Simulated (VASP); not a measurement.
## Re: single point with PBE

The system is Re.

```
CELL_PARAMETERS angstrom
2.77687 0.00000 0.00000
-1.38844 2.40484 0.00000
0.00000 0.00000 4.47881
ATOMIC_POSITIONS crystal
Re 0.33333 0.66667 0.25000
Re 0.66667 0.33333 0.75000
```

- Program: VASP 6.6.1
- Task: single point
- Functional: PBE
- Potentials or basis: VASP PAW PBE potentials, release 64 (Re)
- Cutoff: 520 eV
- k mesh: 5 × 5 × 3
- Occupations: fermi-dirac, width 0.1 eV
- Spin: no spin polarisation

The pressure is -2.1 GPa and the band gap on the k mesh is zero (band 7 reaches 8.19 eV, above the bottom of band 8 at 6.38 eV).

Stress tensor (GPa, compression positive):
```
 0.55  0.00  0.00
 0.00  0.55  0.00
 0.00  0.00 -7.52
```

Levels at points of the mesh, in eV from the Fermi level:
```tsv
k point	band 3	band 4	band 5	band 6	band 7	band 8	band 9	band 10	band 11	band 12
(0.00, 0.00, 0.00)	-1.56	-1.56	-1.53	-0.74	-0.74	0.18	0.18	0.57	3.30	3.30
```

Run time: 7 s on 1 thread of Intel(R) Xeon(R) Platinum 8375C CPU @ 2.90GHz (Ice Lake) (shared host), peak memory 0.15 GiB.

Caveat: the k points lie up to 0.52 Å⁻¹ apart; spin-orbit coupling is left out, which moves the levels of the heavy elements.
